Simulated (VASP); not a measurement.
# SnCl (P6_3mc) in VASP: a series of runs, part 2 of 3

VASP 6.6.1. The steps go on from the part before.

## Step 3: Single point, PBE+D3(BJ)

This run uses another cell than the first one, of 26.65 Å³/atom, 1.047 times its volume.

File INCAR:

```
SYSTEM = SnCl
PREC = Accurate ; ENCUT = 520
EDIFF = 1E-7 ; ISMEAR = -1
SIGMA = 0.05 ; LREAL = .False.
LASPH = .True. ; NELM = 100
ALGO = Normal ; ISIF = 2
LWAVE = .False. ; LCHARG = .False.
GGA = PE ; IVDW = 12
NBANDS = 29
```

File KPOINTS:

```
regular mesh
0
Gamma
  9 9 3
  0 0 0
```

File POSCAR:

```
SnCl
1.0
    3.4975457026      0.0000000000      0.0000000000
   -1.7487728513      3.0289634293      0.0000000000
    0.0000000000      0.0000000000     10.0622090000
Sn Cl
2 2
Direct
    0.6666666667      0.3333333333      0.8205100000
    0.3333333333      0.6666666667      0.3205100000
    0.6666666667      0.3333333333      0.5544910000
    0.3333333333      0.6666666667      0.0544910000
```

Potentials or basis: VASP PAW PBE potentials, release 64 (Sn_d, Cl).

On the command line:

```
cat potpaw_PBE.64/Sn_d/POTCAR potpaw_PBE.64/Cl/POTCAR > POTCAR
mpirun -np 1 vasp_std > vasp.out
```

OUTCAR:

```text
SYSTEM = SnCl
   PREC = Accurate
   ENCUT = 520
   EDIFF = 1E-7
   ISMEAR = -1
   LREAL = .False.
   LASPH = .True.
   NELM = 100
   ISIF = 2
   GGA = PE
   IVDW = 12
 IVDW          = 12

 ion  position               nearest neighbor table
   1  0.667  0.333  0.821-   3 2.68   4 3.10   4 3.10   4 3.10
   2  0.333  0.667  0.321-   4 2.68   3 3.10   3 3.10   3 3.10
   3  0.667  0.333  0.554-   1 2.68   2 3.10   2 3.10   2 3.10
   4  0.333  0.667  0.054-   2 2.68   1 3.10   1 3.10   1 3.10

  LATTYP: Found a hexagonal cell.
 ALAT       =     3.4975457026
 C/A-ratio  =     2.8769342435

  Lattice vectors:

 A1 = (   3.4975457026,   0.0000000000,   0.0000000000)
 A2 = (  -1.7487728513,   3.0289634293,   0.0000000000)
 A3 = (   0.0000000000,   0.0000000000,  10.0622090000)

Analysis of symmetry for initial positions (statically):
=====================================================================
 Subroutine PRICEL returns:
 Original cell was already a primitive cell.

 Routine SETGRP: Setting up the symmetry group for a
 hexagonal supercell.

 Subroutine GETGRP returns: Found 12 space group operations
 (whereof  6 operations were pure point group operations)
 out of a pool of 24 trial point group operations.

The static configuration has the point symmetry C_3v.
 The point group associated with its full space group is C_6v.

Analysis of symmetry for dynamics (positions and initial velocities):
=====================================================================
 Subroutine PRICEL returns:
 Original cell was already a primitive cell.

 Routine SETGRP: Setting up the symmetry group for a
 hexagonal supercell.

 Subroutine GETGRP returns: Found 12 space group operations
 (whereof  6 operations were pure point group operations)
 out of a pool of 24 trial point group operations.

The dynamic configuration has the point symmetry C_3v.
 The point group associated with its full space group is C_6v.

 Subroutine INISYM returns: Found 12 space group operations
 (whereof  6 operations are pure point group operations),
 and found     1 'primitive' translations

----------------------------------------------------------------------------------------

                                     Primitive cell

  volume of cell :     106.5984

  direct lattice vectors                    reciprocal lattice vectors
     3.497545703  0.000000000  0.000000000     0.285914777  0.165072974  0.000000000
    -1.748772851  3.028963429  0.000000000     0.000000000  0.330145947  0.000000000
     0.000000000  0.000000000 10.062209000     0.000000000  0.000000000  0.099381756

  length of vectors
     3.497545703  3.497545703 10.062209000     0.330145947  0.330145947  0.099381756

  position of ions in fractional coordinates (direct lattice)
     0.666666667  0.333333333  0.820510000
     0.333333333  0.666666667  0.320510000
     0.666666667  0.333333333  0.554491000
     0.333333333  0.666666667  0.054491000

  ion indices of the primitive-cell ions
   primitive index   ion index
                 1           1
                 2           2
                 3           3
                 4           4

----------------------------------------------------------------------------------------

 KPOINTS: regular mesh

Automatic generation of k-mesh.
 Grid dimensions read from file:
 generate k-points for:    9    9    3

 Generating k-lattice:

  Cartesian coordinates                     Fractional coordinates (reciprocal lattice)
     0.031768309  0.018341442  0.000000000     0.111111111  0.000000000  0.000000000
     0.000000000  0.036682883  0.000000000     0.000000000  0.111111111  0.000000000
     0.000000000  0.000000000  0.033127252     0.000000000  0.000000000  0.333333333

  Length of vectors
     0.036682883  0.036682883  0.033127252

  Shift w.r.t. Gamma in fractional coordinates (k-lattice)
     0.000000000  0.000000000  0.000000000

 Subroutine IBZKPT returns following result:
 ===========================================

 Found     24 irreducible k-points:

 Following reciprocal coordinates:
            Coordinates               Weight
  0.000000  0.000000  0.000000      1.000000
  0.111111 -0.000000  0.000000      6.000000
  0.222222 -0.000000  0.000000      6.000000
  0.333333 -0.000000  0.000000      6.000000
  0.444444 -0.000000  0.000000      6.000000
  0.111111  0.111111  0.000000      6.000000
[... 16 lines left out ...]
  0.333333  0.222222  0.333333     24.000000
  0.333333  0.333333  0.333333      4.000000
   k-points           NKPTS =     24   k-points in BZ     NKDIM =     24   number of bands    NBANDS=     29
   number of dos      NEDOS =    301   number of ions     NIONS =      4
   total plane-waves  NPLWV =  62720
   dimension x,y,z NGX =    28 NGY =   28 NGZ =   80
   dimension x,y,z NGXF=    56 NGYF=   56 NGZF=  160
   ions per type =               2   2
   NGX,Y,Z   is equivalent  to a cutoff of  13.31, 13.31, 13.22 a.u.
   NGXF,Y,Z  is equivalent  to a cutoff of  26.62, 26.62, 26.43 a.u.
 SYSTEM =  SnCl
   PREC   = accura    normal or accurate (medium, high low for compatibility)
   ISTART =      0    job   : 0-new  1-cont  2-samecut
   ICHARG =      2    charge: 1-file 2-atom 10-const
   ISPIN  =      1    spin polarized calculation?
   LNONCOLLINEAR =      F non collinear calculations
   LSORBIT =      F    spin-orbit coupling
   LASPH  =      T    aspherical Exc in radial PAW
   ENCUT  =  520.0 eV  38.22 Ry    6.18 a.u.   6.50  6.50 18.71*2*pi/ulx,y,z
   NELM   =    100;   NELMIN=  2; NELMDL= -5     # of ELM steps
   EDIFF  = 0.1E-06   stopping-criterion for ELM
   LREAL  =      F    real-space projection
   EDIFFG = 0.1E-05   stopping-criterion for IOM
   NSW    =      0    number of steps for IOM
   IBRION =     -1    ionic relax: 0-MD 1-quasi-New 2-CG
   NFREE  =      0    steps in history (QN), initial steepest desc. (CG)
   ISIF   =      2    stress and relaxation
   ISYM   =      2    0-nonsym 1-usesym 2-fastsym
   POTIM  = 0.5000    time-step for ionic-motion
   TEBEG  =    0.0;   TEEND  =   0.0 temperature during run
   PSTRESS=    0.0 pullay stress
   NELECT =      42.0000    total number of electrons
   NUPDOWN=      -1.0000    fix difference up-down
   EMIN   =  10.00;   EMAX   =-10.00  energy-range for DOS
   EFERMI =   0.00;   METHOD = LEGACY
   ISMEAR =    -1;   SIGMA  =   0.05  broadening in eV -4-tet -1-fermi 0-gaus
   EFERMI_NEDOS =   21; number of points for ismear=-14 and -15
   IALGO  =     38    algorithm
   IMIX   =      4    mixing-type and parameters
     AMIX     =   0.40;   BMIX     =  1.00
     AMIX_MAG =   1.60;   BMIX_MAG =  1.00
  volume/ion in A,a.u.               =      26.65       179.84
  Fermi-wavevector in a.u.,A,eV,Ry     =   1.200165  2.267983 19.597782  1.440396
  Thomas-Fermi vector in A             =   2.336008
   LORBIT       =      0    0 simple, 1 ext, 2 COOP (PROOUT), +10 PAW based schemes
   GGA     = PE    functional components
   LHFCALC =     F    Hartree Fock is set to
   AEXX    =    0.0000 exact exchange contribution
   IVDW    =    12    specifies the selected vdW correction
   LEPSILON=     F    determine dielectric tensor
   LRPA    =     F    only Hartree local field effects (RPA)
 non-spin polarized calculation
  energy-cutoff  :      520.00
  volume of cell :      106.60
 maximum number of plane-waves:      2924
 NGX is ok and might be reduce to    28
   NGX = 13   NGY = 13   NGZ = 37

 number of electron      41.9999995 magnetization

 Free energy of the ion-electron system (eV)
  ---------------------------------------------------
  ext. energy  EPLUGINS =         0.00000000
  ---------------------------------------------------
  free energy    TOTEN  =       -13.41026979 eV

  energy without entropy =      -13.40082651  energy(sigma->0) =      -13.40554815

 E-fermi :   4.8009     XC(G=0):  -9.3834

 val. band max:        4.6514338522   @ k =   0.3333   0.1111   0.3333
 cond. band min:       4.8144980450   @ k =   0.2222   0.2222   0.0000
 fundamental gap:      0.1630641928
 Fermi energy:         4.8008676185

 k-point     1 :       0.0000    0.0000    0.0000
  band No.  band energies     occupation
      1     -16.7665      2.00000
      2     -16.7590      2.00000
      3     -16.6990      2.00000
      4     -16.6990      2.00000
      5     -16.6990      2.00000
      6     -16.6990      2.00000
[... 757 lines left out ...]
     28      12.7140      0.00000
     29      13.5524      0.00000

------------------------ aborting loop because EDIFF is reached ----------------------------------------

 Edisp (eV)   -1.09751

 E8    (eV) :    -0.4677

  FORCE on cell =-STRESS in cart. coord.  units (eV):
  Direction    XX          YY          ZZ          XY          YZ          ZX
  --------------------------------------------------------------------------------------
  -------------------------------------------------------------------------------------
  Total      -1.24532    -1.24532    -1.42285     0.00000     0.00000     0.00000
  in kB     -18.71715   -18.71715   -21.38553     0.00000     0.00000     0.00000
  external pressure =      -19.61 kB  Pullay stress =        0.00 kB

 VOLUME and BASIS-vectors are now :
 -----------------------------------------------------------------------------
  energy-cutoff  :      520.00
  volume of cell :      106.60
      direct lattice vectors                 reciprocal lattice vectors
     3.497545703  0.000000000  0.000000000     0.285914777  0.165072974  0.000000000
    -1.748772851  3.028963429  0.000000000     0.000000000  0.330145947  0.000000000
     0.000000000  0.000000000 10.062209000     0.000000000  0.000000000  0.099381756

 POSITION                                       TOTAL-FORCE (eV/Angst)
 -----------------------------------------------------------------------------------
      1.74877      1.00965      8.25614         0.000000      0.000000     -0.118203
     -0.00000      2.01931      3.22504        -0.000000     -0.000000     -0.118203
      1.74877      1.00965      5.57940         0.000000     -0.000000      0.118203
     -0.00000      2.01931      0.54830        -0.000000      0.000000      0.118203
 -----------------------------------------------------------------------------------
    total drift:                                0.000000      0.000000     -0.000890

  FREE ENERGIE OF THE ION-ELECTRON SYSTEM (eV)
  ---------------------------------------------------
  free  energy   TOTEN  =       -14.5077772289 eV

  energy  without entropy=      -14.4983339532  energy(sigma->0) =      -14.50305559
```

OSZICAR:

```text
N       E                     dE             d eps       ncg     rms          rms(c)
DAV:   1     0.437148980510E+03    0.43715E+03   -0.20291E+04  1458   0.191E+03
DAV:   2     0.538083432436E+02   -0.38334E+03   -0.36971E+03  1455   0.525E+02
DAV:   3    -0.105191189029E+02   -0.64327E+02   -0.62800E+02  1645   0.172E+02
DAV:   4    -0.139739445640E+02   -0.34548E+01   -0.34431E+01  1611   0.435E+01
DAV:   5    -0.140768185382E+02   -0.10287E+00   -0.10286E+00  1825   0.799E+00    0.622E+00
DAV:   6    -0.134522515740E+02    0.62457E+00   -0.10849E+00  1895   0.658E+00    0.358E+00
DAV:   7    -0.134136176640E+02    0.38634E-01   -0.49065E-01  1828   0.332E+00    0.150E+00
DAV:   8    -0.134128330241E+02    0.78464E-03   -0.10086E-01  1552   0.187E+00    0.266E-01
DAV:   9    -0.134098917112E+02    0.29413E-02   -0.11650E-02  1718   0.621E-01    0.984E-02
DAV:  10    -0.134102772804E+02   -0.38557E-03   -0.30088E-03  1864   0.222E-01    0.923E-02
DAV:  11    -0.134102821683E+02   -0.48879E-05   -0.84294E-04  1903   0.211E-01    0.152E-02
DAV:  12    -0.134102699662E+02    0.12202E-04   -0.82311E-05  1639   0.633E-02    0.104E-02
DAV:  13    -0.134102699411E+02    0.25132E-07   -0.78970E-06  1831   0.167E-02    0.327E-03
DAV:  14    -0.134102698465E+02    0.94566E-07   -0.12193E-06  1514   0.549E-03    0.123E-03
DAV:  15    -0.134102697871E+02    0.59400E-07   -0.17300E-07  1346   0.233E-03
   1 F= -.14507777E+02 E0= -.14503056E+02  d E =-.944328E-02
```

Run time: 47 s. Hardware: 1 thread of Intel Xeon 6975P-C (Granite Rapids), shared host; peak memory 0.27 GiB.

What came out:

- Free energy: -14.5078 eV
- Pressure: -2.0 GPa
- Largest force: 0.118 eV/Å
- Band gap on the k mesh: zero (band 21 reaches 7.25 eV, above the bottom of band 22 at 3.87 eV)
- Dispersion energy per atom: -0.274 eV

Forces on the atoms (eV/Å):
```
Sn   0.000  0.000 -0.118
Sn   0.000  0.000 -0.118
Cl   0.000  0.000  0.118
Cl   0.000  0.000  0.118
```

Stress tensor (GPa, compression positive):
```
-1.87  0.00  0.00
 0.00 -1.87  0.00
 0.00  0.00 -2.14
```

Caveat: three body term missing; spin-orbit coupling is left out, which moves the levels of the heavy elements; pairwise dispersion overbinds metals, which lowers pressure and volume.

## Step 4: Single point, PBE

This run uses another cell than the first one, of 27.14 Å³/atom, 1.066 times its volume.

File INCAR:

```
SYSTEM = SnCl
ALGO = Normal
EDIFF = 1E-7
ENCUT = 520
GGA = PE
ISIF = 2
ISMEAR = -1
LASPH = .TRUE.
LCHARG = .TRUE.
LELF = .TRUE.
LREAL = .FALSE.
LVHAR = .TRUE.
LWAVE = .FALSE.
NBANDS = 29
NELM = 80
PREC = Accurate
SIGMA = 0.05
```

File KPOINTS:

```
k-points
0
G
  9 9 3
  0 0 0
```

File POSCAR:

```
SnCl
1.0
    3.4970136260      0.0000000000      0.0000000000
   -1.7485068130      3.0285026375      0.0000000000
    0.0000000000      0.0000000000     10.2496824711
Sn Cl
2 2
Direct
    0.6666666667      0.3333333333      0.8104205212
    0.3333333333      0.6666666667      0.3104205212
    0.6666666667      0.3333333333      0.5645804788
    0.3333333333      0.6666666667      0.0645804788
```

Potentials or basis: VASP PAW PBE potentials, release 64 (Sn_d, Cl).

On the command line:

```
cat potpaw_PBE.64/Sn_d/POTCAR potpaw_PBE.64/Cl/POTCAR > POTCAR
mpirun -np 1 vasp_std > vasp.out
```

OUTCAR:

```text
SYSTEM = SnCl
   EDIFF = 1E-7
   ENCUT = 520
   GGA = PE
   ISIF = 2
   ISMEAR = -1
   LASPH = .TRUE.
   LREAL = .FALSE.
   NELM = 80
   PREC = Accurate

 ion  position               nearest neighbor table
   1  0.667  0.333  0.810-   3 2.52
   2  0.333  0.667  0.310-   4 2.52
   3  0.667  0.333  0.565-   1 2.52
   4  0.333  0.667  0.065-   2 2.52

  LATTYP: Found a hexagonal cell.
 ALAT       =     3.4970136260
 C/A-ratio  =     2.9309815652

  Lattice vectors:

 A1 = (   3.4970136260,   0.0000000000,   0.0000000000)
 A2 = (  -1.7485068130,   3.0285026375,   0.0000000000)
 A3 = (   0.0000000000,   0.0000000000,  10.2496824711)

Analysis of symmetry for initial positions (statically):
=====================================================================
 Subroutine PRICEL returns:
 Original cell was already a primitive cell.

 Routine SETGRP: Setting up the symmetry group for a
 hexagonal supercell.

 Subroutine GETGRP returns: Found 12 space group operations
 (whereof  6 operations were pure point group operations)
 out of a pool of 24 trial point group operations.

The static configuration has the point symmetry C_3v.
[... 165 lines left out ...]

 E-fermi :   4.4911     XC(G=0):  -9.2932

 val. band max:        4.3676478130   @ k =   0.3333   0.0000   0.0000
 cond. band min:       4.5195547829   @ k =   0.2222   0.2222   0.0000
 fundamental gap:      0.1519069698
 Fermi energy:         4.4911140346

 k-point     1 :       0.0000    0.0000    0.0000
  band No.  band energies     occupation
      1     -16.9940      2.00000
      2     -16.9866      2.00000
      3     -16.9392      2.00000
      4     -16.9392      2.00000
      5     -16.9391      2.00000
      6     -16.9391      2.00000
[... 757 lines left out ...]
     28      12.4322      0.00000
     29      13.2648      0.00000

------------------------ aborting loop because EDIFF is reached ----------------------------------------

  FORCE on cell =-STRESS in cart. coord.  units (eV):
  Direction    XX          YY          ZZ          XY          YZ          ZX
  --------------------------------------------------------------------------------------
  -------------------------------------------------------------------------------------
  Total       -0.0621918     -0.0621918     -0.0338381     -0.0000000      0.0000000     -0.0000000
  in kB       -0.9179260     -0.9179260     -0.4994372     -0.0000000      0.0000000     -0.0000000
  external PRESSURE =      -0.7784298 kB  Pullay stress =       0.0000000 kB

 VOLUME and BASIS-vectors are now :
 -----------------------------------------------------------------------------
  energy-cutoff  :      520.00
  volume of cell :      108.55
      direct lattice vectors                 reciprocal lattice vectors
     3.497013626  0.000000000  0.000000000     0.285958280  0.165098090  0.000000000
    -1.748506813  3.028502637  0.000000000     0.000000000  0.330196179  0.000000000
     0.000000000  0.000000000 10.249682471     0.000000000  0.000000000  0.097563998

 POSITION                                       TOTAL-FORCE (eV/Angst)
 -----------------------------------------------------------------------------------
      1.74851      1.00950      8.30655        -0.000000      0.000000     -0.007830
     -0.00000      2.01900      3.18171         0.000000     -0.000000     -0.007830
      1.74851      1.00950      5.78677         0.000000      0.000000      0.007830
     -0.00000      2.01900      0.66193        -0.000000      0.000000      0.007830
 -----------------------------------------------------------------------------------
    total drift:                                0.000000      0.000000     -0.000409

  FREE ENERGIE OF THE ION-ELECTRON SYSTEM (eV)
  ---------------------------------------------------
  free  energy   TOTEN  =       -13.4349812945 eV

  energy  without entropy=      -13.4263320141  energy(sigma->0) =      -13.43065665
```

Run time: 51 s. Hardware: 1 thread of Intel Xeon 6975P-C (Granite Rapids), shared host; peak memory 0.26 GiB.

Results:

```
Free energy            : -13.4350 eV
Pressure               : -0.1 GPa
Largest force          : 0.008 eV/Å
Band gap on the k mesh : zero (band 21 reaches 7.04 eV, above the bottom of band 22 at 3.36 eV)
```

Forces on the atoms (eV/Å):
```
Sn   0.000  0.000 -0.008
Sn   0.000  0.000 -0.008
Cl   0.000  0.000  0.008
Cl   0.000  0.000  0.008
```

Caveat: spin-orbit coupling is left out, which moves the levels of the heavy elements.

(Continued in part 3 of 3.)
